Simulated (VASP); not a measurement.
# Al (a cell with a defect) in VASP: single point with LDA

Aim: the single point of Al (a cell with a defect) with LDA.

All numbers are computed with VASP 6.6.1; they aren't measurements. Logs are shortened: lines on timing, memory, paths and dates and some standing lists are left out, and cuts for length are marked.

### Step 1. The cell of the first run

The cell holds a defect, 33 atoms: a = 8.100 Å, b = 8.100 Å, c = 8.100 Å, α = 90.00°, β = 90.00°, γ = 90.00°.

### Step 2. Single point, LDA

File INCAR:

```
SYSTEM = Al
ALGO = Normal
EDIFF = 1E-6
ENCUT = 520
GGA = CA
ISIF = 2
ISMEAR = 0
LASPH = .TRUE.
LCHARG = .FALSE.
LREAL = Auto
LWAVE = .FALSE.
NBANDS = 72
NELM = 80
PREC = Accurate
SIGMA = 0.1
```

File KPOINTS:

```
k-points
0
G
  3 3 3
  0 0 0
```

File POSCAR:

```
Al
1.0
    8.1000000000      0.0000000000      0.0000000000
    0.0000000000      8.1000000000      0.0000000000
    0.0000000000      0.0000000000      8.1000000000
Al
33
Direct
    0.4993391358      0.0164240741     -0.0079483951
    0.7566295062      0.2509316049      0.0023765432
    0.7494813580      0.0000756790      0.2487192593
    0.0051653086      0.0053350617      0.0049808642
    0.2485006173      0.2508722222      0.0044517284
    0.4993966667      0.4855276543     -0.0073108642
    0.7690945679      0.7498304938     -0.0072360494
    0.2584224691     -0.0089830864      0.2582923457
    0.5005198765      0.2491006173      0.2402056790
    0.7479214815      0.5015239506      0.2498954321
    0.5073969136      0.0461030864      0.5070493827
    0.7627737037      0.2493867901      0.4986927160
    0.7532265432      0.0041358025      0.7530971605
    0.0051876543      0.4955913580      0.0050008642
    0.2401080247      0.7499949383     -0.0045309877
    0.0046914815      0.2508737037      0.2482411111
    0.2589766667      0.5089486420      0.2588218519
    0.5130823457      0.7523701235      0.1682732099
   -0.0078893827      0.0166316049      0.4991575309
    0.2405097531      0.2491148148      0.5002995062
    0.5076638272      0.4467162963      0.5072943210
    0.7768595062      0.7511853086      0.5047744444
    0.2489376543      0.0000255556      0.7492066667
    0.4988356790      0.2493767901      0.7625887654
    0.7524650617      0.4966275309      0.7523482716
   -0.0043176543      0.7499856790      0.2398675309
   -0.0072256790      0.4853674074      0.4992162963
    0.1675367901      0.7524134568      0.5131651852
    0.0026093827      0.2509514815      0.7564746914
    0.2501364198      0.5016213580      0.7476079012
    0.5051056790      0.7511992593      0.7770962963
   -0.0075614815      0.7498092593      0.7693127160
    0.4604676543      0.7447911111      0.4612193827
```

Potentials or basis: VASP PAW LDA potentials, release 64 (Al).

Started as:

```sh
$ cat potpaw_LDA.64/Al/POTCAR > POTCAR
$ mpirun -np 1 vasp_std > vasp.out
```

OUTCAR:

```text
SYSTEM = Al
   EDIFF = 1E-6
   ENCUT = 520
   GGA = CA
   ISIF = 2
   ISMEAR = 0
   LASPH = .TRUE.
   LREAL = Auto
   NELM = 80
   PREC = Accurate

 ion  position               nearest neighbor table
   1  0.499  0.016  0.992-  18 2.57  24 2.65   9 2.76  31 2.77   5 2.78   2 2.82  13 2.83  23 2.83
                             3 2.91   8 2.92  15 3.01   7 3.07
   2  0.757  0.251  0.002-  29 2.82   6 2.82   1 2.82  14 2.83  16 2.83   4 2.83   9 2.83  25 2.84
                            13 2.84   3 2.85  24 2.85  10 2.85
   3  0.749  0.000  0.249-  19 2.83  26 2.84   2 2.85  18 2.85   9 2.85   4 2.86  12 2.86  11 2.89
                            16 2.90  22 2.90   7 2.90   1 2.91
   4  0.005  0.005  0.005-  16 2.80   5 2.80  26 2.81  15 2.81  32 2.82   7 2.82  29 2.83   2 2.83
                             3 2.86  23 2.86  13 2.89   8 2.90
   5  0.249  0.251  0.004-   1 2.78   6 2.78  16 2.79  14 2.80   9 2.80   4 2.80  24 2.82  29 2.83
                            23 2.90  30 2.91  17 2.94   8 2.94
   6  0.499  0.486  0.993-  18 2.59  24 2.67  31 2.77   9 2.77   5 2.78   2 2.82  25 2.83  30 2.83
                            10 2.90  17 2.91  15 3.00   7 3.06
   7  0.769  0.750  0.993-  18 2.51  32 2.56  26 2.72  31 2.76  14 2.81   4 2.82  25 2.83  13 2.83
                            10 2.90   3 2.90   6 3.06   1 3.07
   8  0.258  0.991  0.258-  20 2.87   9 2.87  11 2.89  26 2.89  15 2.89   4 2.90   1 2.92  19 2.92
                            18 2.92  28 2.92  16 2.94   5 2.94  33 3.06
   9  0.501  0.249  0.240-  21 2.69  11 2.72   1 2.76   6 2.77   5 2.80   2 2.83   3 2.85  10 2.86
[... 34 lines left out ...]
                             8 2.89  17 2.90  27 3.00  19 3.01
  27  0.993  0.485  0.499-  28 2.59  12 2.67  20 2.77  22 2.77  16 2.78  29 2.82  25 2.83  10 2.83
                            30 2.90  17 2.91  26 3.00  32 3.06
  28  0.168  0.752  0.513-  33 2.41  32 2.51  19 2.57  27 2.59  26 2.62  23 2.85  30 2.86   8 2.92
                            17 2.95  22 3.17
  29  0.003  0.251  0.756-   2 2.82  19 2.82  27 2.82  14 2.82   5 2.83   4 2.83  20 2.83  25 2.84
                            13 2.84  23 2.85  12 2.85  30 2.85
  30  0.250  0.502  0.748-   6 2.83  15 2.84  29 2.85  28 2.86  20 2.86  24 2.87  14 2.88  21 2.89
                            31 2.90  27 2.90  32 2.90   5 2.91
  31  0.505  0.751  0.777-  33 2.58   7 2.76   1 2.77   6 2.77  15 2.78  13 2.88  25 2.88  30 2.90
                            23 2.90  22 3.12  18 3.17  11 3.24  21 3.30
  32  0.992  0.750  0.769-  28 2.51   7 2.56  15 2.72  22 2.76  14 2.81   4 2.82  25 2.83  13 2.83
                            30 2.90  23 2.91  27 3.06  19 3.08
  33  0.460  0.745  0.461-  28 2.41  18 2.41  21 2.47  11 2.50  31 2.58  22 2.59  17 3.00   8 3.06

  LATTYP: Found a simple cubic cell.
 ALAT       =     8.1000000000

  Lattice vectors:

 A1 = (   8.1000000000,   0.0000000000,   0.0000000000)
 A2 = (   0.0000000000,   8.1000000000,   0.0000000000)
 A3 = (   0.0000000000,   0.0000000000,   8.1000000000)

Analysis of symmetry for initial positions (statically):
=====================================================================
 Subroutine PRICEL returns:
 Original cell was already a primitive cell.

 Routine SETGRP: Setting up the symmetry group for a
 simple cubic supercell.

 Subroutine GETGRP returns: Found  1 space group operations
 (whereof  1 operations were pure point group operations)
 out of a pool of 48 trial point group operations.

The static configuration has the point symmetry C_1 .

Analysis of symmetry for dynamics (positions and initial velocities):
=====================================================================
 Subroutine PRICEL returns:
 Original cell was already a primitive cell.

 Routine SETGRP: Setting up the symmetry group for a
 simple cubic supercell.

 Subroutine GETGRP returns: Found  1 space group operations
 (whereof  1 operations were pure point group operations)
 out of a pool of 48 trial point group operations.

The dynamic configuration has the point symmetry C_1 .

 Subroutine INISYM returns: Found  1 space group operations
 (whereof  1 operations are pure point group operations),
 and found     1 'primitive' translations

----------------------------------------------------------------------------------------

                                     Primitive cell

  volume of cell :     531.4410

  direct lattice vectors                    reciprocal lattice vectors
     8.100000000  0.000000000  0.000000000     0.123456790  0.000000000  0.000000000
     0.000000000  8.100000000  0.000000000     0.000000000  0.123456790  0.000000000
     0.000000000  0.000000000  8.100000000     0.000000000  0.000000000  0.123456790

  length of vectors
     8.100000000  8.100000000  8.100000000     0.123456790  0.123456790  0.123456790

  position of ions in fractional coordinates (direct lattice)
     0.499339136  0.016424074  0.992051605
     0.756629506  0.250931605  0.002376543
     0.749481358  0.000075679  0.248719259
     0.005165309  0.005335062  0.004980864
     0.248500617  0.250872222  0.004451728
     0.499396667  0.485527654  0.992689136
[... 25 lines left out ...]
     0.992438519  0.749809259  0.769312716
     0.460467654  0.744791111  0.461219383

  ion indices of the primitive-cell ions
   primitive index   ion index
                 1           1
                 2           2
                 3           3
                 4           4
                 5           5
                 6           6
[... 25 lines left out ...]
                32          32
                33          33

----------------------------------------------------------------------------------------

 KPOINTS: k-points

Automatic generation of k-mesh.
 Grid dimensions read from file:
 generate k-points for:    3    3    3

 Generating k-lattice:

  Cartesian coordinates                     Fractional coordinates (reciprocal lattice)
     0.041152263  0.000000000  0.000000000     0.333333333  0.000000000  0.000000000
     0.000000000  0.041152263  0.000000000     0.000000000  0.333333333  0.000000000
     0.000000000  0.000000000  0.041152263     0.000000000  0.000000000  0.333333333

  Length of vectors
     0.041152263  0.041152263  0.041152263

  Shift w.r.t. Gamma in fractional coordinates (k-lattice)
     0.000000000  0.000000000  0.000000000

 Subroutine IBZKPT returns following result:
 ===========================================

 Found     14 irreducible k-points:

 Following reciprocal coordinates:
            Coordinates               Weight
  0.000000  0.000000  0.000000      1.000000
  0.333333  0.000000  0.000000      2.000000
  0.000000  0.333333  0.000000      2.000000
  0.000000  0.000000  0.333333      2.000000
  0.333333  0.333333  0.000000      2.000000
  0.000000  0.333333  0.333333      2.000000
  0.333333  0.000000  0.333333      2.000000
 -0.333333  0.333333  0.000000      2.000000
 -0.333333  0.000000  0.333333      2.000000
  0.000000 -0.333333  0.333333      2.000000
  0.333333  0.333333  0.333333      2.000000
 -0.333333  0.333333  0.333333      2.000000
 -0.333333 -0.333333  0.333333      2.000000
  0.333333 -0.333333  0.333333      2.000000
   k-points           NKPTS =     14   k-points in BZ     NKDIM =     14   number of bands    NBANDS=     72
   number of dos      NEDOS =    301   number of ions     NIONS =     33
   total plane-waves  NPLWV = 216000
   dimension x,y,z NGX =    60 NGY =   60 NGZ =   60
   dimension x,y,z NGXF=   120 NGYF=  120 NGZF=  120
   ions per type =              33
   NGX,Y,Z   is equivalent  to a cutoff of  12.31, 12.31, 12.31 a.u.
   NGXF,Y,Z  is equivalent  to a cutoff of  24.63, 24.63, 24.63 a.u.
 SYSTEM =  Al
   PREC   = accura    normal or accurate (medium, high low for compatibility)
   ISTART =      0    job   : 0-new  1-cont  2-samecut
   ICHARG =      2    charge: 1-file 2-atom 10-const
   ISPIN  =      1    spin polarized calculation?
   LNONCOLLINEAR =      F non collinear calculations
   LSORBIT =      F    spin-orbit coupling
   LASPH  =      T    aspherical Exc in radial PAW
   ENCUT  =  520.0 eV  38.22 Ry    6.18 a.u.  15.06 15.06 15.06*2*pi/ulx,y,z
   NELM   =     80;   NELMIN=  2; NELMDL= -5     # of ELM steps
   EDIFF  = 0.1E-05   stopping-criterion for ELM
   LREAL  =      T    real-space projection
   EDIFFG = 0.1E-04   stopping-criterion for IOM
   NSW    =      0    number of steps for IOM
[... 5 lines left out ...]
   TEBEG  =    0.0;   TEEND  =   0.0 temperature during run
   PSTRESS=    0.0 pullay stress
   NELECT =      99.0000    total number of electrons
   NUPDOWN=      -1.0000    fix difference up-down
   EMIN   =  10.00;   EMAX   =-10.00  energy-range for DOS
   EFERMI =   0.00;   METHOD = LEGACY
   ISMEAR =     0;   SIGMA  =   0.10  broadening in eV -4-tet -1-fermi 0-gaus
   EFERMI_NEDOS =   21; number of points for ismear=-14 and -15
   IALGO  =     38    algorithm
   IMIX   =      4    mixing-type and parameters
     AMIX     =   0.40;   BMIX     =  1.00
     AMIX_MAG =   1.60;   BMIX_MAG =  1.00
  volume/ion in A,a.u.               =      16.10       108.68
  Fermi-wavevector in a.u.,A,eV,Ry     =   0.934978  1.766853 11.894002  0.874184
  Thomas-Fermi vector in A             =   2.061839
   LORBIT       =      0    0 simple, 1 ext, 2 COOP (PROOUT), +10 PAW based schemes
   GGA     = CA    functional components
   LHFCALC =     F    Hartree Fock is set to
   AEXX    =    0.0000 exact exchange contribution
   IVDW    =     0    specifies the selected vdW correction
   LEPSILON=     F    determine dielectric tensor
   LRPA    =     F    only Hartree local field effects (RPA)
 non-spin polarized calculation
 Gauss-broadening in eV      SIGMA  =   0.10
  energy-cutoff  :      520.00
  volume of cell :      531.44
 maximum number of plane-waves:     14358
   NGX = 31   NGY = 31   NGZ = 31

 number of electron      99.0000000 magnetization

 Free energy of the ion-electron system (eV)
  ---------------------------------------------------
  ext. energy  EPLUGINS =         0.00000000
  ---------------------------------------------------
  free energy    TOTEN  =      -136.51811586 eV

  energy without entropy =     -136.48949280  energy(sigma->0) =     -136.50380433

 E-fermi :   8.0582     XC(G=0): -10.4213

 val. band max:        8.0424415190   @ k =  -0.3333   0.3333   0.0000
 cond. band min:       8.0612476294   @ k =   0.3333   0.0000   0.3333
 fundamental gap:      0.0188061104
 Fermi energy:         8.0582175885

 k-point     1 :       0.0000    0.0000    0.0000
  band No.  band energies     occupation
      1      -3.2536      2.00000
      2      -1.2491      2.00000
      3      -1.2236      2.00000
      4      -1.0264      2.00000
      5      -0.8775      2.00000
      6      -0.8761      2.00000
[... 885 lines left out ...]
     60       9.6198      0.00000
     61       9.6407      0.00000
 [bands above 61 left out]

------------------------ aborting loop because EDIFF is reached ----------------------------------------

  FORCE on cell =-STRESS in cart. coord.  units (eV):
  Direction    XX          YY          ZZ          XY          YZ          ZX
  --------------------------------------------------------------------------------------
  -------------------------------------------------------------------------------------
  Total        4.7769090      3.3209432      4.7330909     -0.1665833     -0.1634921     -1.5849983
  in kB       14.4013265     10.0119108     14.2692246     -0.5022119     -0.4928925     -4.7784200
  external PRESSURE =      12.8941540 kB  Pullay stress =       0.0000000 kB

 VOLUME and BASIS-vectors are now :
 -----------------------------------------------------------------------------
  energy-cutoff  :      520.00
  volume of cell :      531.44
      direct lattice vectors                 reciprocal lattice vectors
     8.100000000  0.000000000  0.000000000     0.123456790  0.000000000  0.000000000
     0.000000000  8.100000000  0.000000000     0.000000000  0.123456790  0.000000000
     0.000000000  0.000000000  8.100000000     0.000000000  0.000000000  0.123456790

 POSITION                                       TOTAL-FORCE (eV/Angst)
 -----------------------------------------------------------------------------------
      4.04465      0.13304      8.03562        -0.007081      0.001447      0.006928
      6.12870      2.03255      0.01925         0.001316     -0.000135      0.009814
      6.07080      0.00061      2.01463        -0.028518     -0.021482      0.002748
      0.04184      0.04321      0.04035        -0.003840      0.003566     -0.003845
      2.01286      2.03206      0.03606        -0.008932      0.000379      0.003635
      4.04511      3.93277      8.04078        -0.009425     -0.011203     -0.002098
[... 25 lines left out ...]
      8.03875      6.07346      6.23143         0.012082      0.002945     -0.030491
      3.72979      6.03281      3.73588         0.121375      0.022650      0.119509
 -----------------------------------------------------------------------------------
    total drift:                                0.004209     -0.009535      0.006035

  FREE ENERGIE OF THE ION-ELECTRON SYSTEM (eV)
  ---------------------------------------------------
  free  energy   TOTEN  =      -136.5181158614 eV

  energy  without entropy=     -136.4894927976  energy(sigma->0) =     -136.50380433
```

It took 15 min on 1 thread of Oxide Virtual Turin-like, shared host; peak memory 0.52 GiB.

Results:

```yaml
Free_energy: -136.5181 eV
Pressure: 1.3 GPa
Largest_force: 0.172 eV/Å
Band_gap_on_the_k_mesh: zero (an odd number of electrons rules out a gap without spin polarisation)
```

Forces in eV/Å, atoms in the order of the input:
```
Al  -0.007  0.001  0.007
Al   0.001  0.000  0.010
Al  -0.029 -0.021  0.003
Al  -0.004  0.004 -0.004
Al  -0.009  0.000  0.004
Al  -0.009 -0.011 -0.002
Al  -0.028  0.003  0.010
Al   0.011 -0.045  0.011
Al  -0.018  0.001 -0.010
Al  -0.025  0.015  0.001
Al   0.005  0.057  0.006
Al   0.022  0.002 -0.009
Al   0.010  0.009  0.010
Al  -0.005 -0.002 -0.006
Al  -0.042  0.000 -0.032
Al   0.004  0.000 -0.009
Al   0.020  0.060  0.021
Al  -0.097 -0.020  0.005
Al   0.006  0.000 -0.006
Al  -0.010  0.001 -0.017
Al  -0.006 -0.043 -0.005
Al   0.077  0.002  0.022
Al   0.003 -0.023 -0.028
Al  -0.009  0.002  0.022
Al   0.004 -0.005  0.005
Al  -0.035  0.000 -0.043
Al  -0.003 -0.011 -0.008
Al   0.007 -0.020 -0.100
Al   0.011  0.000  0.001
Al   0.001  0.015 -0.025
Al   0.022  0.002  0.079
Al   0.012  0.003 -0.030
Al   0.121  0.023  0.120
```
